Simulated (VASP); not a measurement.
**K3I2Br: single point with LDA**

Crystal: K3I2Br.

```xyz
6
Lattice="4.7111 0.0000 0.0000 -2.3555 4.0799 0.0000 0.0000 0.0000 11.5680" Properties=species:S:1:pos:R:3 pbc="T T T"
K     0.0000    0.0000    5.7840
K     0.0000    2.7199    1.7363
K     2.3555    1.3600    9.8317
I     0.0000    2.7199    7.8087
I     2.3555    1.3600    3.7594
Br    0.0000    0.0000    0.0000
```

```
Program                : VASP 6.6.1
Task                   : single point
Functional             : LDA
Potentials or basis    : VASP PAW LDA potentials, release 64 (K_sv, I, Br)
Cutoff                 : 520 eV
k mesh                 : 6 × 6 × 2
Occupations            : gaussian, width 0.05 eV
Spin                   : no spin polarisation
Dipole correction      : no
Further INCAR settings : ALGO = Normal; EDIFF = 1e-06; NBANDS = 33
```

| Property | Result |
| --- | --- |
| Pressure | 0.1 GPa |
| Band gap on the k mesh | 3.75 eV |

Forces in eV/Å, atoms in the order of the input:
```
K    0.000  0.000  0.000
K    0.000  0.000  0.002
K    0.000  0.000 -0.002
I    0.000  0.000  0.001
I    0.000  0.000 -0.001
Br   0.000  0.000  0.000
```

Levels at points of the mesh, in eV from the valence-band top:
```
           k point  band 22  band 23  band 24  band 25  band 26  band 27
(0.00, 0.00, 0.00)    -0.22     0.00     0.00     3.75     5.31     5.32
(0.50, 0.00, 0.00)    -0.55    -0.41    -0.38     4.54     5.63     5.69
(0.00, 0.00, 0.50)    -0.21    -0.04    -0.04     4.37     4.66     5.48
(0.50, 0.00, 0.50)    -0.59    -0.41    -0.38     4.98     5.07     5.45
```

It took 77 s on 1 thread of AMD EPYC 7R13 Processor (Zen 3) (shared host), peak memory 0.28 GiB.

Caveat: spin-orbit coupling is left out, which moves the levels of the heavy elements.
